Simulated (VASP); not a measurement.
# TiGe4Mo (P4/mmm) in VASP: further runs

Runs on TiGe4Mo. Level: PBE. Tasks: single point, relaxation of cell and atoms.

Everything below comes from runs of VASP 6.6.1. Logs are shortened: lines on timing, memory, paths and dates and some standing lists are left out, and cuts for length are marked.

## 1. The cell of the first run

Symmetry: P4/mmm, No. 123, tetragonal system. The conventional cell has a = 3.540 Å, b = 3.540 Å, c = 8.729 Å, α = 90.00°, β = 90.00°, γ = 90.00°. Ti (site symmetry 4/mmm) has 10 Ge at 2.87 to 2.95 Å and 4 Ti at 3.54 Å within 3.8 Å. Within 3.7 Å of Ge (site symmetry 4mm) lie 9 Ge at 2.82 to 3.54 Å and 4 Ti at 2.87 Å and 1 Mo at 2.95 Å. Ge (site symmetry 4mm) has 9 Ge at 2.82 to 3.54 Å and 4 Mo at 2.87 Å and 1 Ti at 2.95 Å within 3.7 Å. Mo (site symmetry 4/mmm) has 10 Ge at 2.87 to 2.95 Å and 4 Mo at 3.54 Å within 3.8 Å.

## 2. Single point, PBE

Input file INCAR:

```
ALGO     = Normal         # electronic algorithm
EDIFF    = 1E-6           # SCF threshold, eV
ENCUT    = 520            # plane-wave cutoff, eV
GGA      = PE             # functional
ISIF     = 2              # what is computed and relaxed
ISMEAR   = 0              # smearing method
LASPH    = T              # aspherical terms in the spheres
LCHARG   = T              # write CHGCAR
LELF     = T              # ELF
LREAL    = F              # projectors in reciprocal space
LVHAR    = T            
LWAVE    = F              # write WAVECAR
NBANDS   = 50             # bands
NELM     = 60             # most SCF steps
PREC     = Accurate       # precision mode
SIGMA    = 0.1            # smearing width, eV
```

Input file KPOINTS:

```
k-points
0
Gamma
  6 6 2
```

Input file POSCAR:

```
TiGe4Mo
1.0
    3.5401402700      0.0000000000      0.0000000000
    0.0000000000      3.5401402700      0.0000000000
    0.0000000000      0.0000000000      8.7286892900
Ti Ge Mo
1 4 1
Direct
    0.5000000000      0.5000000000      0.5000000000
    0.0000000000      0.0000000000      0.6616742600
    0.5000000000      0.5000000000      0.1616742600
    0.0000000000      0.0000000000      0.3383257400
    0.5000000000      0.5000000000      0.8383257400
    0.0000000000      0.0000000000      0.0000000000
```

Potentials or basis: VASP PAW PBE potentials, release 64 (Ti_sv, Ge_d, Mo_sv).

Command:

```bash
> cat potpaw_PBE.64/Ti_sv/POTCAR potpaw_PBE.64/Ge_d/POTCAR potpaw_PBE.64/Mo_sv/POTCAR > POTCAR
> mpirun -np 1 vasp_std > vasp.out
```

OUTCAR:

```text
EDIFF = 1E-6
   ENCUT = 520
   GGA = PE
   ISIF = 2
   ISMEAR = 0
   LASPH = T
   LREAL = F
   NELM = 60
   PREC = Accurate

 ion  position               nearest neighbor table
   1  0.500  0.500  0.500-   2 2.87   4 2.87   2 2.87   4 2.87   2 2.87   4 2.87   2 2.87   4 2.87

   2  0.000  0.000  0.662-   4 2.82   1 2.87   1 2.87   1 2.87   1 2.87   6 2.95
   3  0.500  0.500  0.162-   5 2.82   6 2.87   6 2.87   6 2.87   6 2.87
   4  0.000  0.000  0.338-   2 2.82   1 2.87   1 2.87   1 2.87   1 2.87   6 2.95
   5  0.500  0.500  0.838-   3 2.82   6 2.87   6 2.87   6 2.87   6 2.87
   6  0.000  0.000  0.000-   3 2.87   5 2.87   3 2.87   5 2.87   3 2.87   5 2.87   3 2.87   5 2.87
                             4 2.95   2 2.95

  LATTYP: Found a simple tetragonal cell.
 ALAT       =     3.5401402700
 C/A-ratio  =     2.4656337389

  Lattice vectors:

 A1 = (   3.5401402700,   0.0000000000,   0.0000000000)
 A2 = (   0.0000000000,   3.5401402700,   0.0000000000)
 A3 = (   0.0000000000,   0.0000000000,   8.7286892900)

Analysis of symmetry for initial positions (statically):
=====================================================================
 Subroutine PRICEL returns:
 Original cell was already a primitive cell.

 Routine SETGRP: Setting up the symmetry group for a
 simple tetragonal supercell.

 Subroutine GETGRP returns: Found 16 space group operations
 (whereof 16 operations were pure point group operations)
 out of a pool of 16 trial point group operations.

The static configuration has the point symmetry D_4h.

Analysis of symmetry for dynamics (positions and initial velocities):
=====================================================================
 Subroutine PRICEL returns:
 Original cell was already a primitive cell.

 Routine SETGRP: Setting up the symmetry group for a
 simple tetragonal supercell.

 Subroutine GETGRP returns: Found 16 space group operations
 (whereof 16 operations were pure point group operations)
 out of a pool of 16 trial point group operations.

The dynamic configuration has the point symmetry D_4h.

 Subroutine INISYM returns: Found 16 space group operations
 (whereof 16 operations are pure point group operations),
 and found     1 'primitive' translations

----------------------------------------------------------------------------------------

                                     Primitive cell
[... 95 lines left out ...]
   LREAL  =      F    real-space projection
   EDIFFG = 0.1E-04   stopping-criterion for IOM
   NSW    =      0    number of steps for IOM
   IBRION =     -1    ionic relax: 0-MD 1-quasi-New 2-CG
   NFREE  =      0    steps in history (QN), initial steepest desc. (CG)
   ISIF   =      2    stress and relaxation
   ISYM   =      2    0-nonsym 1-usesym 2-fastsym
   POTIM  = 0.5000    time-step for ionic-motion
   TEBEG  =    0.0;   TEEND  =   0.0 temperature during run
   PSTRESS=    0.0 pullay stress
   NELECT =      82.0000    total number of electrons
   NUPDOWN=      -1.0000    fix difference up-down
   EMIN   =  10.00;   EMAX   =-10.00  energy-range for DOS
   EFERMI =   0.00;   METHOD = LEGACY
   ISMEAR =     0;   SIGMA  =   0.10  broadening in eV -4-tet -1-fermi 0-gaus
   EFERMI_NEDOS =   21; number of points for ismear=-14 and -15
   IALGO  =     38    algorithm
   IMIX   =      4    mixing-type and parameters
     AMIX     =   0.40;   BMIX     =  1.00
     AMIX_MAG =   1.60;   BMIX_MAG =  1.00
  volume/ion in A,a.u.               =      18.23       123.04
  Fermi-wavevector in a.u.,A,eV,Ry     =   1.487132  2.810272 30.090114  2.211561
  Thomas-Fermi vector in A             =   2.600331
   LORBIT       =      0    0 simple, 1 ext, 2 COOP (PROOUT), +10 PAW based schemes
   GGA     = PE    functional components
   LHFCALC =     F    Hartree Fock is set to
   AEXX    =    0.0000 exact exchange contribution
   IVDW    =     0    specifies the selected vdW correction
   LEPSILON=     F    determine dielectric tensor
   LRPA    =     F    only Hartree local field effects (RPA)
 non-spin polarized calculation
 Gauss-broadening in eV      SIGMA  =   0.10
  energy-cutoff  :      520.00
  volume of cell :      109.39
 maximum number of plane-waves:      2972
 NGX is ok and might be reduce to    28
   NGX = 13   NGY = 13   NGZ = 33

 number of electron      81.9999960 magnetization

 Free energy of the ion-electron system (eV)
  ---------------------------------------------------
  ext. energy  EPLUGINS =         0.00000000
  ---------------------------------------------------
  free energy    TOTEN  =       -37.41806572 eV

  energy without entropy =      -37.40326992  energy(sigma->0) =      -37.41066782

 E-fermi :   7.2963     XC(G=0): -11.6156

 val. band max:        7.2603239226   @ k =   0.1667   0.0000   0.5000
 cond. band min:       7.2963915323   @ k =   0.1667   0.0000   0.0000
 fundamental gap:      0.0360676097
 Fermi energy:         7.2963321048

 k-point     1 :       0.0000    0.0000    0.0000
  band No.  band energies     occupation
      1     -53.5548      2.00000
      2     -49.5496      2.00000
      3     -27.6028      2.00000
      4     -27.5854      2.00000
      5     -27.5854      2.00000
      6     -25.8613      2.00000
[... 1049 lines left out ...]
     49      10.9241      0.00000
     50      11.0046      0.00000

------------------------ aborting loop because EDIFF is reached ----------------------------------------

  FORCE on cell =-STRESS in cart. coord.  units (eV):
  Direction    XX          YY          ZZ          XY          YZ          ZX
  --------------------------------------------------------------------------------------
  -------------------------------------------------------------------------------------
  Total      -10.0264549    -10.0264549     -7.9909761      0.0000000     -0.0000000      0.0000000
  in kB     -146.8479921   -146.8479921   -117.0362610      0.0000000     -0.0000000      0.0000000
  external PRESSURE =    -136.9107484 kB  Pullay stress =       0.0000000 kB

 VOLUME and BASIS-vectors are now :
 -----------------------------------------------------------------------------
  energy-cutoff  :      520.00
  volume of cell :      109.39
      direct lattice vectors                 reciprocal lattice vectors
     3.540140270  0.000000000  0.000000000     0.282474683  0.000000000  0.000000000
     0.000000000  3.540140270  0.000000000     0.000000000  0.282474683  0.000000000
     0.000000000  0.000000000  8.728689290     0.000000000  0.000000000  0.114564738

 POSITION                                       TOTAL-FORCE (eV/Angst)
 -----------------------------------------------------------------------------------
      1.77007      1.77007      4.36434        -0.000000     -0.000000      0.000000
      0.00000      0.00000      5.77555         0.000000     -0.000000      0.050838
      1.77007      1.77007      1.41120        -0.000000      0.000000     -0.434127
      0.00000      0.00000      2.95314        -0.000000     -0.000000     -0.050838
      1.77007      1.77007      7.31748        -0.000000      0.000000      0.434127
      0.00000      0.00000      0.00000        -0.000000     -0.000000      0.000000
 -----------------------------------------------------------------------------------
    total drift:                                0.000000      0.000000      0.000000

  FREE ENERGIE OF THE ION-ELECTRON SYSTEM (eV)
  ---------------------------------------------------
  free  energy   TOTEN  =       -37.4180657243 eV

  energy  without entropy=      -37.4032699208  energy(sigma->0) =      -37.41066782
```

stdout:

```text
POSCAR found type information on POSCAR TiGeMo
 POSCAR found :  3 types and       6 ions
 scaLAPACK will be used
 LDA part: xc-table for (Slater+PW92), standard interpolation
 POSCAR, INCAR and KPOINTS ok, starting setup
 FFT: planning ... GRIDC
 FFT: planning ... GRID_SOFT
 FFT: planning ... GRID
 WAVECAR not read
 entering main loop
```

Wall time 3.6 min (1 thread of Intel Xeon 8259CL, shared host); peak memory 0.27 GiB.

Results:

```
Free energy            : -37.4181 eV
Pressure               : -13.7 GPa
Largest force          : 0.434 eV/Å
Band gap on the k mesh : zero (band 41 reaches 7.81 eV, above the bottom of band 42 at 6.47 eV)
```

Forces on the atoms (eV/Å):
```
Ti   0.000  0.000  0.000
Ge   0.000  0.000  0.051
Ge   0.000  0.000 -0.434
Ge   0.000  0.000 -0.051
Ge   0.000  0.000  0.434
Mo   0.000  0.000  0.000
```

(Part 1 of 2 ends here.)
